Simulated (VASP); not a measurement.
Input of a VASP 6.6.1 run:

File POSCAR:

```
MgO
1.0
    0.0000000000      2.0578185622      2.0578185622
    2.0578185622      0.0000000000      2.0578185622
    2.0578185622      2.0578185622      0.0000000000
Mg O
1 1
Direct
    0.0000000000      0.0000000000      0.0000000000
    0.5000000000      0.5000000000      0.5000000000
```

The input INCAR.step1:

```
  PREC = Accurate
  ENCUT = 520
  EDIFF = 1E-5
  ISMEAR = 0
  SIGMA = 0.02
  LREAL = False
  LASPH = True
  NELM = 80
  ALGO = Normal
  ISIF = 2
  LWAVE = True
  NBANDS = 11
  GGA = PE
```

File INCAR.step2:

```
  PREC = Accurate
  ENCUT = 520
  EDIFF = 1E-6
  ISMEAR = 0
  SIGMA = 0.02
  LREAL = False
  LASPH = True
  NELM = 80
  ALGO = Normal
  ISIF = 2
  LWAVE = False
  LCHARG = True
  GGA = PE
  LHFCALC = True
  HFSCREEN = 0.2079
  PRECFOCK = Normal
  LELF = True
  LVHAR = True
  NBANDS = 11
  ISTART = 1
```

File KPOINTS:

```
regular mesh
0
Gamma
  6 6 6
```

Potentials or basis: VASP PAW PBE potentials, release 64 (Mg, O).

Command:

```bash
$ cat potpaw_PBE.64/Mg/POTCAR potpaw_PBE.64/O/POTCAR > POTCAR
$ cp INCAR.step1 INCAR
$ mpirun -np 1 vasp_std > vasp.out
$ cp INCAR.step2 INCAR
$ mpirun -np 1 vasp_std > vasp.out
```

Problem. What does it give for the band gap on the k mesh?

Solution. 7.21 eV.

Problem. Predict the pressure.

Solution. 11.6 GPa.

Caveat: the k points lie up to 0.44 Å⁻¹ apart; the PAW data sets were made with another functional, which shifts forces and pressure a little.
